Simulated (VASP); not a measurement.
The system is Sb.

```
Sb
1.0
    -1.56596    1.56596    2.69374
     1.56596   -1.56596    2.69374
     1.56596    1.56596   -2.69374
Sb
1
Direct
  0.00000 0.00000 0.00000
```

Base run:

```yaml
Program: VASP 6.6.1
Functional: r2SCAN
Potentials_or_basis: VASP PAW PBE potentials, release 64 (Sb)
Cutoff: 520 eV
k_mesh: 12 × 12 × 12
Occupations: fermi-dirac, width 0.05 eV
Spin: no spin polarisation
```

Its results: pressure 2.5 GPa.

Problem. The run is repeated on the same cell with these changes: functional from r2SCAN to PBE. What comes out?

Solution. Pressure 3.1 GPa.

Caveats: the PAW data sets were made with another functional, which shifts forces and pressure a little (some runs).
